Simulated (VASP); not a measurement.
# TiRh3 in VASP: notebook, part 2 of 2

VASP 6.6.1. The steps go on from the part before.

## (4) Single point, LDA (13.68 Å³/atom)

This run uses another cell than the first one, of 13.68 Å³/atom.

INCAR reads:

```
PREC = Accurate
ENCUT = 520
EDIFF = 1E-6
ISMEAR = -1
SIGMA = 0.03
LREAL = F
LASPH = T
NELM = 80
ALGO = Normal
ISIF = 2
LWAVE = F
LCHARG = T
LELF = T
LVHAR = T
NBANDS = 36
```

KPOINTS reads:

```
regular mesh
0
Gamma
  10 10 10
```

POSCAR reads:

```
TiRh3
1.0
    3.7963482204      0.0000000000      0.0000000000
    0.0000000000      3.7963482204      0.0000000000
    0.0000000000      0.0000000000      3.7963482204
Ti Rh
1 3
Direct
    0.0000000000      0.0000000000      0.0000000000
    0.0000000000      0.5000000000      0.5000000000
    0.5000000000      0.0000000000      0.5000000000
    0.5000000000      0.5000000000      0.0000000000
```

Potentials or basis: VASP PAW LDA potentials, release 64 (Ti_sv, Rh_pv).

On the command line:

```console
> cat potpaw_LDA.64/Ti_sv/POTCAR potpaw_LDA.64/Rh_pv/POTCAR > POTCAR
> mpirun -np 1 vasp_std > vasp.out
```

OUTCAR:

```text
PREC = Accurate
   ENCUT = 520
   EDIFF = 1E-6
   ISMEAR = -1
   LREAL = F
   LASPH = T
   NELM = 80
   ISIF = 2

 ion  position               nearest neighbor table
   1  0.000  0.000  0.000-   2 2.68   3 2.68   4 2.68   2 2.68   3 2.68   2 2.68   4 2.68   2 2.68
                             3 2.68   4 2.68   3 2.68   4 2.68
   2  0.000  0.500  0.500-   1 2.68   3 2.68   4 2.68   1 2.68   4 2.68   1 2.68   3 2.68   1 2.68
                             3 2.68   4 2.68   4 2.68   3 2.68
   3  0.500  0.000  0.500-   1 2.68   2 2.68   4 2.68   1 2.68   4 2.68   2 2.68   4 2.68   4 2.68
                             1 2.68   2 2.68   1 2.68   2 2.68
   4  0.500  0.500  0.000-   1 2.68   2 2.68   3 2.68   2 2.68   3 2.68   1 2.68   3 2.68   3 2.68
                             1 2.68   2 2.68   2 2.68   1 2.68

  LATTYP: Found a simple cubic cell.
 ALAT       =     3.7963482204

  Lattice vectors:

 A1 = (   3.7963482204,   0.0000000000,   0.0000000000)
 A2 = (   0.0000000000,   3.7963482204,   0.0000000000)
 A3 = (   0.0000000000,   0.0000000000,   3.7963482204)

Analysis of symmetry for initial positions (statically):
=====================================================================
 Subroutine PRICEL returns:
 Original cell was already a primitive cell.

 Routine SETGRP: Setting up the symmetry group for a
 simple cubic supercell.

 Subroutine GETGRP returns: Found 48 space group operations
 (whereof 48 operations were pure point group operations)
 out of a pool of 48 trial point group operations.

The static configuration has the point symmetry O_h .

Analysis of symmetry for dynamics (positions and initial velocities):
=====================================================================
 Subroutine PRICEL returns:
 Original cell was already a primitive cell.

 Routine SETGRP: Setting up the symmetry group for a
 simple cubic supercell.

 Subroutine GETGRP returns: Found 48 space group operations
 (whereof 48 operations were pure point group operations)
 out of a pool of 48 trial point group operations.

The dynamic configuration has the point symmetry O_h .

 Subroutine INISYM returns: Found 48 space group operations
 (whereof 48 operations are pure point group operations),
 and found     1 'primitive' translations

----------------------------------------------------------------------------------------

                                     Primitive cell

  volume of cell :      54.7140

  direct lattice vectors                    reciprocal lattice vectors
     3.796348220  0.000000000  0.000000000     0.263411031  0.000000000  0.000000000
     0.000000000  3.796348220  0.000000000     0.000000000  0.263411031  0.000000000
     0.000000000  0.000000000  3.796348220     0.000000000  0.000000000  0.263411031

  length of vectors
     3.796348220  3.796348220  3.796348220     0.263411031  0.263411031  0.263411031

  position of ions in fractional coordinates (direct lattice)
     0.000000000  0.000000000  0.000000000
     0.000000000  0.500000000  0.500000000
     0.500000000  0.000000000  0.500000000
     0.500000000  0.500000000  0.000000000

  ion indices of the primitive-cell ions
   primitive index   ion index
                 1           1
                 2           2
                 3           3
                 4           4

[... 28 lines left out ...]
  0.000000  0.000000  0.000000      1.000000
  0.100000  0.000000  0.000000      6.000000
  0.200000  0.000000  0.000000      6.000000
  0.300000  0.000000  0.000000      6.000000
  0.400000  0.000000  0.000000      6.000000
  0.500000  0.000000  0.000000      3.000000
[... 16 lines left out ...]
  0.200000  0.100000  0.100000     24.000000
  0.300000  0.100000  0.100000     24.000000
 [... further k-points ...]
   k-points           NKPTS =     56   k-points in BZ     NKDIM =     56   number of bands    NBANDS=     36
   number of dos      NEDOS =    301   number of ions     NIONS =      4
   total plane-waves  NPLWV =  21952
   dimension x,y,z NGX =    28 NGY =   28 NGZ =   28
   dimension x,y,z NGXF=    56 NGYF=   56 NGZF=   56
   ions per type =               1   3
   NGX,Y,Z   is equivalent  to a cutoff of  12.26, 12.26, 12.26 a.u.
   NGXF,Y,Z  is equivalent  to a cutoff of  24.52, 24.52, 24.52 a.u.
 SYSTEM =  unknown system
   PREC   = accura    normal or accurate (medium, high low for compatibility)
   ISTART =      0    job   : 0-new  1-cont  2-samecut
   ICHARG =      2    charge: 1-file 2-atom 10-const
   ISPIN  =      1    spin polarized calculation?
   LNONCOLLINEAR =      F non collinear calculations
   LSORBIT =      F    spin-orbit coupling
   LASPH  =      T    aspherical Exc in radial PAW
   ENCUT  =  520.0 eV  38.22 Ry    6.18 a.u.   7.06  7.06  7.06*2*pi/ulx,y,z
   NELM   =     80;   NELMIN=  2; NELMDL= -5     # of ELM steps
   EDIFF  = 0.1E-05   stopping-criterion for ELM
   LREAL  =      F    real-space projection
   EDIFFG = 0.1E-04   stopping-criterion for IOM
   NSW    =      0    number of steps for IOM
   IBRION =     -1    ionic relax: 0-MD 1-quasi-New 2-CG
   NFREE  =      0    steps in history (QN), initial steepest desc. (CG)
   ISIF   =      2    stress and relaxation
   ISYM   =      2    0-nonsym 1-usesym 2-fastsym
   POTIM  = 0.5000    time-step for ionic-motion
   TEBEG  =    0.0;   TEEND  =   0.0 temperature during run
   PSTRESS=    0.0 pullay stress
   NELECT =      57.0000    total number of electrons
   NUPDOWN=      -1.0000    fix difference up-down
   EMIN   =  10.00;   EMAX   =-10.00  energy-range for DOS
   EFERMI =   0.00;   METHOD = LEGACY
   ISMEAR =    -1;   SIGMA  =   0.03  broadening in eV -4-tet -1-fermi 0-gaus
   EFERMI_NEDOS =   21; number of points for ismear=-14 and -15
   IALGO  =     38    algorithm
   IMIX   =      4    mixing-type and parameters
     AMIX     =   0.40;   BMIX     =  1.00
     AMIX_MAG =   1.60;   BMIX_MAG =  1.00
  volume/ion in A,a.u.               =      13.68        92.31
  Fermi-wavevector in a.u.,A,eV,Ry     =   1.659588  3.136167 37.473627  2.754234
  Thomas-Fermi vector in A             =   2.746971
   LORBIT       =      0    0 simple, 1 ext, 2 COOP (PROOUT), +10 PAW based schemes
   GGA     = CA    functional components
   LHFCALC =     F    Hartree Fock is set to
   AEXX    =    0.0000 exact exchange contribution
   IVDW    =     0    specifies the selected vdW correction
   LEPSILON=     F    determine dielectric tensor
   LRPA    =     F    only Hartree local field effects (RPA)
 non-spin polarized calculation
  energy-cutoff  :      520.00
  volume of cell :       54.71
 maximum number of plane-waves:      1492
   NGX = 15   NGY = 15   NGZ = 15

 number of electron      57.0000051 magnetization

 Free energy of the ion-electron system (eV)
  ---------------------------------------------------
  ext. energy  EPLUGINS =         0.00000000
  ---------------------------------------------------
  free energy    TOTEN  =       -37.20280483 eV

  energy without entropy =      -37.19138680  energy(sigma->0) =      -37.19709581

 E-fermi :  11.3232     XC(G=0): -14.0337

 val. band max:       11.3065558776   @ k =   0.2000   0.0000   0.0000
 cond. band min:      11.3238221051   @ k =   0.4000   0.2000   0.0000
 fundamental gap:      0.0172662275
 Fermi energy:        11.3231780583

 k-point     1 :       0.0000    0.0000    0.0000
  band No.  band energies     occupation
      1     -44.8565      2.00000
      2     -35.0335      2.00000
      3     -35.0335      2.00000
      4     -35.0335      2.00000
      5     -34.7217      2.00000
      6     -34.7217      2.00000
[... 925 lines left out ...]
     35      14.4407      0.00000
     36      18.3381      0.00000

 [... further k-points ...]

------------------------ aborting loop because EDIFF is reached ----------------------------------------

  FORCE on cell =-STRESS in cart. coord.  units (eV):
  Direction    XX          YY          ZZ          XY          YZ          ZX
  --------------------------------------------------------------------------------------
  -------------------------------------------------------------------------------------
  Total       -1.5911505     -1.5911505     -1.5911505     -0.0000000      0.0000000     -0.0000000
  in kB      -46.5933256    -46.5933256    -46.5933256     -0.0000000      0.0000000     -0.0000000
  external PRESSURE =     -46.5933256 kB  Pullay stress =       0.0000000 kB

 VOLUME and BASIS-vectors are now :
 -----------------------------------------------------------------------------
  energy-cutoff  :      520.00
  volume of cell :       54.71
      direct lattice vectors                 reciprocal lattice vectors
     3.796348220  0.000000000  0.000000000     0.263411031  0.000000000  0.000000000
     0.000000000  3.796348220  0.000000000     0.000000000  0.263411031  0.000000000
     0.000000000  0.000000000  3.796348220     0.000000000  0.000000000  0.263411031

 POSITION                                       TOTAL-FORCE (eV/Angst)
 -----------------------------------------------------------------------------------
      0.00000      0.00000      0.00000         0.000000      0.000000      0.000000
      0.00000      1.89817      1.89817         0.000000      0.000000      0.000000
      1.89817      0.00000      1.89817         0.000000      0.000000      0.000000
      1.89817      1.89817      0.00000         0.000000      0.000000      0.000000
 -----------------------------------------------------------------------------------
    total drift:                                0.000000      0.000000      0.000000

  FREE ENERGIE OF THE ION-ELECTRON SYSTEM (eV)
  ---------------------------------------------------
  free  energy   TOTEN  =       -37.2028048254 eV

  energy  without entropy=      -37.1913868019  energy(sigma->0) =      -37.19709581
```

It took 2.1 min on 1 thread of Intel Xeon 8259CL, shared host; peak memory 0.21 GiB.

What came out:

```yaml
Free_energy: -37.2028 eV
Pressure: -4.7 GPa
Band_gap_on_the_k_mesh: zero (an odd number of electrons rules out a gap without spin polarisation)
```

Caveat: the cell stands under tension.

## (5) Single point, LDA (14.10 Å³/atom)

INCAR reads:

```
SYSTEM = TiRh3
PREC = Accurate
ENCUT = 520
EDIFF = 1E-6
ISMEAR = -1
SIGMA = 0.03
LREAL = .FALSE.
LASPH = .TRUE.
NELM = 80
ALGO = Normal
ISIF = 2
LWAVE = .FALSE.
LCHARG = .FALSE.
GGA = CA
NBANDS = 36
```

KPOINTS reads:

```
regular mesh
0
G
  10 10 10
  0 0 0
```

POSCAR reads:

```
TiRh3
1.0
    3.8346977677      0.0000000000      0.0000000000
    0.0000000000      3.8346977677      0.0000000000
    0.0000000000      0.0000000000      3.8346977677
Ti Rh
1 3
Direct
    0.0000000000      0.0000000000      0.0000000000
    0.0000000000      0.5000000000      0.5000000000
    0.5000000000      0.0000000000      0.5000000000
    0.5000000000      0.5000000000      0.0000000000
```

On the command line:

```console
> cat potpaw_LDA.64/Ti_sv/POTCAR potpaw_LDA.64/Rh_pv/POTCAR > POTCAR
> mpirun -np 1 vasp_std > vasp.out
```

Wall time 2.8 min (1 thread of Intel Xeon 8259CL, shared host); peak memory 0.22 GiB.

Results (log left out):

```
Free energy            : -37.1162 eV
Pressure               : -11.8 GPa
Band gap on the k mesh : zero (an odd number of electrons rules out a gap without spin polarisation)
```

Levels at points of the mesh, in eV from the Fermi level:
```csv
k point,band 25,band 26,band 27,band 28,band 29,band 30,band 31,band 32,band 33,band 34
"(0.00, 0.00, 0.00)",-0.18,0.84,1.30,1.30,1.30,2.64,2.64,3.29,3.29,3.29
"(0.50, 0.00, 0.00)",-1.20,-1.07,-1.07,-0.88,0.12,1.06,1.06,1.30,1.70,1.98
"(0.50, 0.50, 0.00)",-1.57,-1.47,-1.47,-1.10,-0.74,-0.71,1.45,1.45,1.56,3.33
"(0.50, 0.50, 0.50)",-1.52,0.88,0.88,0.88,1.04,1.13,1.13,1.13,2.51,2.51
```

Caveat: the cell stands under tension.

## (6) Summary

```csv
cell,gap on the mesh (eV),pressure (GPa)
"a = 3.822, b = 3.822, c = 3.860 Å, 4 atoms",none,-11.8
"a = 3.744 Å, 4 atoms",none,7.0
"a = 3.796 Å, 4 atoms",none,-4.7
"a = 3.835 Å, 4 atoms",none,-11.8
```

Alike in all rows: task single point; level LDA; potentials or basis VASP PAW LDA potentials, release 64 (Ti_sv, Rh_pv); no spin polarisation; k mesh 10 × 10 × 10; cutoff (eV) 520; smearing fermi-dirac 0.03 eV.

Caveats: the cell stands under tension (at least some runs); the cell stands under pressure (at least some runs).

Absolute energies hang on the potentials; compare differences alone.
